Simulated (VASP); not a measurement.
A run of VASP 6.6.1 is set up as follows.

The input INCAR:

```
SYSTEM = SnO2
PREC = Accurate ; ENCUT = 520
EDIFF = 1E-7 ; ISMEAR = 0
SIGMA = 0.05 ; LREAL = .False.
LASPH = .True. ; NELM = 100
ALGO = Normal ; ISIF = 2
LWAVE = .False. ; LCHARG = .False.
GGA = PE ; NBANDS = 35
```

KPOINTS

```
regular mesh
0
Gamma
  6 6 8
  0 0 0
```

POSCAR

```
SnO2
1.0
    4.7150643165      0.0000000000      0.0000000000
    0.0000000000      4.7150776811      0.0000000000
    0.0000000000      0.0000000000      3.3891114669
Sn O
2 4
Direct
    0.5000000000      0.5000000000      0.5000000000
    0.0000000000      0.0000000000      0.0000000000
    0.2819646748      0.3312350192      0.0000000000
    0.7819646748      0.1687649808      0.5000000000
    0.2180353252      0.8312350192      0.5000000000
    0.7180353252      0.6687649808      0.0000000000
```

Potentials or basis: VASP PAW PBE potentials, release 64 (Sn_d, O).

Run with:

```console
$ cat potpaw_PBE.64/Sn_d/POTCAR potpaw_PBE.64/O/POTCAR > POTCAR
$ mpirun -np 1 vasp_std > vasp.out
```

Question: What does it give for the band gap on the k mesh?

Answer: 0.78 eV (least direct gap 0.88 eV).

Question: Predict the pressure.

Answer: -1.9 GPa.

Stress tensor (GPa, compression positive):
```
  1.66   0.00   0.00
  0.00   2.77   0.00
  0.00   0.00 -10.21
```

Caveat: the cell differs from its parent crystal (atoms displaced along a vibrational mode, the cell strained); spin-orbit coupling is left out, which moves the levels of the heavy elements. A k mesh can miss the band edges.
